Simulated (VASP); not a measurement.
Wanted: the native input for a VASP 6.6.1 run.

```yaml
Task: single point
Functional: PBE
Potentials_or_basis: VASP PAW PBE potentials, release 64 (In_d)
Cutoff: 520 eV
k_mesh: 20 × 20 × 20
Occupations: gaussian, width 0.15 eV
Spin: no spin polarisation
Dipole_correction: no
Further_INCAR_settings: ALGO = Fast; EDIFF = 1e-06; NBANDS = 12
```

The structure of In lies in POSCAR:

```
In
1.0
   -1.6302153750      1.6220846250      2.4739500000
    1.6302153750     -1.6220846250      2.4739500000
    1.6302153750      1.6220846250     -2.4739500000
In
1
Direct
    0.0000000000      0.0000000000      0.0000000000
```

This cell differs from its parent crystal: strain +0.0025 x Voigt [1, -1, 0, 0, 0, 0].

These files were run (other wordings do the same):

INCAR

```
  ALGO = Fast
  EDIFF = 1E-6
  ENCUT = 520
  GGA = PE
  ISIF = 2
  ISMEAR = 0
  LASPH = T
  LCHARG = F
  LREAL = F
  LWAVE = F
  NBANDS = 12
  NELM = 80
  PREC = Accurate
  SIGMA = 0.15
```

KPOINTS

```
k-points
0
Gamma
  20 20 20
```

Potentials or basis: VASP PAW PBE potentials, release 64 (In_d).

Run with:

```sh
$ cat potpaw_PBE.64/In_d/POTCAR > POTCAR
$ mpirun -np 1 vasp_std > vasp.out
```

It gave:

* Pressure: 2.0 GPa
* Band gap on the k mesh: zero (an odd number of electrons rules out a gap without spin polarisation)

Caveat: the cell differs from its parent crystal (strain +0.0025 x Voigt [1, -1, 0, 0, 0, 0]); spin-orbit coupling is left out, which moves the levels of the heavy elements.

It took 11 min on 1 thread of Intel Xeon 8259CL, with other jobs on the host, peak memory 0.45 GiB.
